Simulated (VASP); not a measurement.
Crystal: BaTiO3.

```
Ba Ti O
1.0
     4.00600    0.00000    0.00000
     0.00000    4.00600    0.00000
     0.00000    0.00000    4.00600
Ba Ti O
1 1 3
Direct
  0.50000 0.50000 0.50000
  0.00000 0.00000 0.00000
  0.00000 0.00000 0.50000
  0.00000 0.50000 0.00000
  0.50000 0.00000 0.00000
```

- Program: VASP 6.6.1
- Task: relaxation of cell and atoms
- Functional: PBEsol
- Dispersion: D3(BJ)
- Potentials or basis: VASP PAW PBE potentials, release 64 (Ba_sv, Ti_sv, O)
- Cutoff: 600 eV
- k mesh: 7 × 7 × 7
- Occupations: fermi-dirac, width 0.05 eV
- Spin: no spin polarisation

At the start: pressure -6.4 GPa; volume 12.86 Å³/atom.

Task: Where does the relaxation end?

Result: Over 3 steps the energy falls by 9.6 meV/atom and the volume is 12.39 Å³/atom (-3.6 %); space group Pm-3m (No. 221, to 0.05 Å).

Step by step:
| step | energy change (eV) | largest force (eV/Å) | pressure (GPa) | volume (Å³) |
| --- | --- | --- | --- | --- |
| 1 | 0.0000 | 0.0000 | -6.37 | 64.29 |
| 2 | 0.0058 | 0.0000 | 7.75 | 59.65 |
| 3 | -0.0481 | 0.0000 | -0.04 | 61.97 |

Final structure:
```xyz
5
Lattice="3.9572 0.0000 0.0000 0.0000 3.9572 0.0000 0.0000 0.0000 3.9572" Properties=species:S:1:pos:R:3 pbc="T T T"
Ba    1.9786    1.9786    1.9786
Ti    0.0000    0.0000    0.0000
O     0.0000    0.0000    1.9786
O     0.0000    1.9786    0.0000
O     1.9786    0.0000    0.0000
```

Caveat: the PAW data sets were made with another functional, which shifts forces and pressure a little.
